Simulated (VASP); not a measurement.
Ta2N, 3 atoms in the cell. The structure is trigonal, space group P-3m1 (No. 164). Conventional cell: a = 3.049 Å, b = 3.049 Å, c = 4.770 Å, α = 90.00°, β = 90.00°, γ = 120.00°. Ta (site symmetry 3m) has 3 N at 2.14 Å within 2.8 Å. Within 2.8 Å of N (site symmetry -3m) lie 6 Ta at 2.14 Å. 

| Item | Value |
| --- | --- |
| Program | VASP 6.6.1 |
| Task | single point |
| Functional | PBE |
| Potentials or basis | VASP PAW PBE potentials, release 64 (Ta_sv_GW, N) |
| Cutoff | 600 eV |
| k mesh | 12 × 12 × 6 |
| Occupations | gaussian, width 0.05 eV |
| Spin | no spin polarisation |
| Dipole correction | no |
| Second run | valence_matched |
| Further INCAR settings | ALGO = Normal; EDIFF = 1e-06; NBANDS = 22 |

Potentials or basis: VASP PAW PBE potentials, release 64 (Ta_sv_GW, N).

Command:

```sh
$ cat potpaw_PBE.64/Ta_sv_GW/POTCAR potpaw_PBE.64/N/POTCAR > POTCAR
$ mpirun -np 1 vasp_std > vasp.out
```

Hardware: 1 thread of Intel(R) Xeon(R) Platinum 8488C (Sapphire Rapids), with other jobs on the host.

Problem. How long does it take, and how much memory?

Solution. It took 81 s on 1 thread of Intel(R) Xeon(R) Platinum 8488C (Sapphire Rapids), with other jobs on the host, peak memory 0.24 GiB. Counts: scf iterations 14, k points 100.
